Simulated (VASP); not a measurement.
Write the native input for VASP 6.6.1 that does the following.

```
Task                   : single point
Functional             : PBE
Potentials or basis    : VASP PAW PBE potentials, release 64 (Hg, Te)
Cutoff                 : 500 eV
k mesh                 : 6 × 6 × 6
Occupations            : fermi-dirac, width 0.02 eV
Spin                   : no spin polarisation
Dipole correction      : no
Further INCAR settings : ALGO = Normal; EDIFF = 1e-06; NBANDS = 16
```

The structure of HgTe lies in POSCAR:

```
HgTe
1.0
    0.0000000000      3.3921039269      3.3921039269
    3.3921039269      0.0000000000      3.3921039269
    3.3921039269      3.3921039269      0.0000000000
Hg Te
1 1
Direct
    0.0000000000      0.0000000000      0.0000000000
    0.2500000000      0.2500000000      0.2500000000
```

These files were run (other wordings do the same):

INCAR

```
SYSTEM = HgTe
PREC = Accurate ; ENCUT = 500
EDIFF = 1E-6 ; ISMEAR = -1
SIGMA = 0.02 ; LREAL = .False.
LASPH = .True. ; NELM = 120
ALGO = Normal ; ISIF = 2
LWAVE = .False. ; LCHARG = .False.
GGA = PE ; NBANDS = 16
GGA_COMPAT = .False.
```

KPOINTS

```
Automatic mesh
0
Gamma
  6 6 6
  0 0 0
```

Potentials or basis: VASP PAW PBE potentials, release 64 (Hg, Te).

Command:

```console
$ cat potpaw_PBE.64/Hg/POTCAR potpaw_PBE.64/Te/POTCAR > POTCAR
$ mpirun -np 1 vasp_std > vasp.out
```

Results of the run:

```yaml
Pressure: -1.7 GPa
Band_gap_on_the_k_mesh: zero (filled and empty bands touch)
```

Caveat: semilocal functionals underestimate gaps, so a narrow gap can read as zero; spin-orbit coupling is left out, which moves the levels of the heavy elements.

Run time: 12 s on 1 thread of AMD EPYC 9R45 96-Core Processor (Zen 5), with other jobs on the host, peak memory 0.18 GiB.
